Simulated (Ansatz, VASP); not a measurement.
Two plane-wave programs on Ir

```xyz
1
Lattice="-0.0383 1.9151 1.9151 1.9151 -0.0383 1.9151 1.8768 1.8768 0.0000" Properties=species:S:1:pos:R:3 pbc="T T T"
Ir    0.0000    0.0000    0.0000
```

Change from the starting cell: strain -0.0400 x Voigt [0, 0, 0, 0, 0, 1], atoms carried along.

Alike in both runs: task single point; functional PBEsol; k mesh 26 × 26 × 26; occupations gaussian, width 0.15 eV; no spin polarisation.

```csv
,VASP,Ansatz
version,VASP 6.6.1,Ansatz 0.2.0
potentials or method,"VASP PAW PBE potentials, release 64 (Ir), cutoff 520 eV","scalar-relativistic, plane waves, PAW"
valence electrons in the cell,9,17
```

|  | VASP | Ansatz | Ansatz less VASP |
| --- | --- | --- | --- |
| gap on the k mesh at the Fermi level (eV) | none | none | - |
| pressure (GPa) | 1.7 | 0.9 | -0.84 |
| traceless stress, the component that is largest in VASP (GPa) | 11.54 | 11.52 | -0.029 |

VASP's potentials were made for PBE, not for PBEsol. A gap of «none» marks a metal or a gap that the smearing closes. VASP's potentials hold 9 valence electrons a cell and Ansatz's 17, so a difference there can come from the potentials and not from the codes.

Neither program's run includes spin-orbit coupling.
